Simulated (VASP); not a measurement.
A run of VASP 6.6.1:

File INCAR:

```
SYSTEM = GaN
ALGO     = Normal         ! electronic algorithm
EDIFF    = 1E-6           ! SCF threshold, eV
ENCUT    = 520            ! plane-wave cutoff, eV
GGA      = CA             ! functional
ISIF     = 2              ! what is computed and relaxed
ISMEAR   = 0              ! smearing method
LASPH    = .True.         ! aspherical terms in the spheres
LCHARG   = .False.        ! write CHGCAR
LREAL    = .False.        ! projectors in reciprocal space
LWAVE    = .False.        ! write WAVECAR
NBANDS   = 26             ! bands
NELM     = 100            ! most SCF steps
PREC     = Accurate       ! precision mode
SIGMA    = 0.05           ! smearing width, eV
```

KPOINTS

```
k-points
0
Gamma
  12 12 6
  0 0 0
```

POSCAR

```
GaN
1.0
    3.1799996605      0.0000000000      0.0000000000
   -1.5899998303      2.7539604900      0.0000000000
    0.0000000000      0.0000000000      5.1660000000
Ga N
2 2
Direct
    0.3726415136      0.6666666667      0.0000000000
    0.7059748470      0.3333333333      0.5000000000
    0.3333333333      0.6666666667      0.3750000000
    0.6666666667      0.3333333333      0.8750000000
```

Potentials or basis: VASP PAW LDA potentials, release 64 (Ga_d, N).

Command:

```console
$ cat potpaw_LDA.64/Ga_d/POTCAR potpaw_LDA.64/N/POTCAR > POTCAR
$ mpirun -np 1 vasp_std > vasp.out
```

Hardware: 1 thread of Intel(R) Xeon(R) Platinum 8259CL CPU @ 2.50GHz (Skylake/Cascade Lake) (shared host).

Task: How long does it take, and how much memory?

Result: Run time: 3.7 min on 1 thread of Intel(R) Xeon(R) Platinum 8259CL CPU @ 2.50GHz (Skylake/Cascade Lake) (shared host), peak memory 0.32 GiB. Counts: scf iterations 19, k points 242.
